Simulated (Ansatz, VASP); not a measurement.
# WSe2: VASP beside Ansatz

File POSCAR:

```
WSe2
1.0
    3.3153441874      0.0000000000      0.0000000000
   -1.6576720937      2.8711722886      0.0000000000
    0.0000000000      0.0000000000      6.5191986732
W Se
1 2
Direct
    0.0000000000      0.0000000000      0.0000000000
    0.3333333333      0.6666666667      0.2571683820
    0.6666666667      0.3333333333      0.7428316180
```

File INCAR.step1:

```
SYSTEM = WSe2
PREC = Accurate ; ENCUT = 520
ISMEAR = 0 ; SIGMA = 0.2
LREAL = .False. ; LASPH = .True.
NELM = 60 ; NBANDS = 20
GGA = PE ; ALGO = Normal
EDIFF = 1E-4 ; LWAVE = .True.
LCHARG = .False.
```

INCAR.step2

```
SYSTEM = WSe2
PREC = Accurate ; ENCUT = 520
EDIFF = 1E-6 ; ISMEAR = 0
SIGMA = 0.2 ; LREAL = .False.
LASPH = .True. ; NELM = 60
ALGO = Normal ; ISIF = 2
LWAVE = .False. ; LCHARG = .False.
METAGGA = R2SCAN ; LMIXTAU = .True.
NBANDS = 20 ; ISTART = 1
```

The input KPOINTS:

```
regular mesh
0
Gamma
  6 6 4
  0 0 0
```

Input for Ansatz:

```yaml
crystal:
  lattice:
    - [3.3153441874, 0.0, 0.0]
    - [-1.6576720937, 2.8711722886, 0.0]
    - [0.0, 0.0, 6.5191986732]
  atoms:
    - { symbol: W, position: [0.0, 0.0, 0.0] }
    - { symbol: Se, position: [0.3333333333, 0.6666666667, 0.257168382] }
    - { symbol: Se, position: [0.6666666667, 0.3333333333, 0.742831618] }
kpoints:
  mp_grid: { grid: [6, 6, 4] }
hamiltonian:
  xc: r2scan
scf:
  occupations: { method: gaussian, width: 0.2 }
  n_extra_bands: 4
output:
  forces: true
  stress: true
  eigenvalues: true
```

Alike in both runs: task single point; functional r2SCAN; k mesh 6 × 6 × 4; occupations gaussian, width 0.2 eV; no spin polarisation.

```csv
,VASP,Ansatz
version,VASP 6.6.1,Ansatz 0.2.0
potentials or method,"VASP PAW PBE potentials, release 64 (W_sv, Se)",plane waves
plane-wave cutoff (eV),520,500
valence electrons in the cell,26,46
```

```tsv
	VASP	Ansatz	Ansatz less VASP
pressure (GPa)	1.7	1.4	-0.27
traceless stress, the component that is largest in VASP (GPa)	-0.09	-0.07	+0.017
rms of the force components (eV/Å)	0.019	0.034	+0.0148
```

VASP's potentials were made for PBE, not for r2SCAN. Atom by atom the forces differ by 0.015 eV/Å (rms over components). The functional is the same, so the differences come from potentials, cutoffs and numerics. VASP's potentials hold 26 valence electrons a cell and Ansatz's 46, so a difference there can come from the potentials and not from the codes.

The k mesh is coarse, so the values compare programs but aren't converged. Spin-orbit coupling is off throughout.
